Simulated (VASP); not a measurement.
A run of VASP 6.6.1:

Contents of INCAR:

```
PREC = Accurate
ENCUT = 520
EDIFF = 1E-6
ISMEAR = -1
SIGMA = 0.08
LREAL = False
LASPH = True
NELM = 100
ALGO = Normal
ISIF = 2
LWAVE = False
LCHARG = True
GGA = CA
LELF = True
LVHAR = True
NBANDS = 16
```

Contents of KPOINTS:

```
regular mesh
0
Gamma
  9 9 6
```

File POSCAR:

```
Te
1.0
    4.4728101969      0.0000000000      0.0000000000
   -2.2364050985      3.8735672569      0.0000000000
    0.0000000000      0.0000000000      5.9446845300
Te
3
Direct
    0.7450000000      0.0000000000      0.3333333333
    0.0000000000      0.7450000000      0.6666666667
    0.2550000000      0.2550000000      0.0000000000
```

Potentials or basis: VASP PAW LDA potentials, release 64 (Te).

The run is started by

```bash
$ cat potpaw_LDA.64/Te/POTCAR > POTCAR
$ mpirun -np 1 vasp_std > vasp.out
```

Hardware: 1 thread of AMD EPYC 9R14 (Zen 4) (shared host).

Task: How long does it take, and how much memory?

Result: It took 86 s on 1 thread of AMD EPYC 9R14 (Zen 4) (shared host), peak memory 0.2 GiB. Counts: scf iterations 12, k points 62.
